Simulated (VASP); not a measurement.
Crystal: Li3AsF6.

```
Li As F
1.0
     0.00000    4.01496    4.01496
     4.01496    0.00000    4.01496
     4.01496    4.01496    0.00000
Li As F
3 1 6
Direct
  0.25000 0.25000 0.25000
  0.75000 0.75000 0.75000
  0.50000 0.50000 0.50000
  0.00000 0.00000 0.00000
  0.25393 0.25393 0.74607
  0.25393 0.74607 0.74607
  0.74607 0.74607 0.25393
  0.25393 0.74607 0.25393
  0.74607 0.25393 0.74607
  0.74607 0.25393 0.25393
```

```yaml
Program: VASP 6.6.1
Task: relaxation of cell and atoms
Functional: PBEsol
Potentials_or_basis: VASP PAW PBE potentials, release 64 (Li_sv, As, F)
Cutoff: 600 eV
k_mesh: 6 × 6 × 6
Occupations: gaussian, width 0.02 eV
Spin: no spin polarisation
```

At the start: pressure -2.7 GPa; volume 12.94 Å³/atom.

Question: How do energy, volume and symmetry change on relaxing?

Answer: Over 5 steps the energy falls by 5.1 meV/atom and the volume is 12.31 Å³/atom (-4.9 %); space group Fm-3m (No. 225, to 0.1 Å) before and after.

The path:
| step | energy change (eV) | largest force (eV/Å) | pressure (GPa) | volume (Å³) |
| --- | --- | --- | --- | --- |
| 1 | 0.0000 | 0.1205 | -2.67 | 129.44 |
| 2 | -0.0363 | 0.2283 | -0.29 | 125.44 |
| 3 | -0.0363 | 0.2247 | -0.31 | 125.48 |
| 4 | -0.0476 | 0.1062 | -0.14 | 124.19 |
| 5 | -0.0505 | 0.0042 | 0.04 | 123.12 |

Final structure:
```
Li As F
1.0
     0.00000    3.94852    3.94852
     3.94852    0.00000    3.94852
     3.94852    3.94852    0.00000
Li As F
3 1 6
Direct
  0.25000 0.25000 0.25000
  0.75000 0.75000 0.75000
  0.50000 0.50000 0.50000
  0.00000 0.00000 0.00000
  0.25542 0.25542 0.74458
  0.25542 0.74458 0.74458
  0.74458 0.74458 0.25542
  0.25542 0.74458 0.25542
  0.74458 0.25542 0.74458
  0.74458 0.25542 0.25542
```

Caveat: the cutoff is under 1.25 times the usual one of these potentials, so pressure, stress and relaxed cells hold a basis-set (Pulay) error; the PAW data sets were made with another functional, which shifts forces and pressure a little.
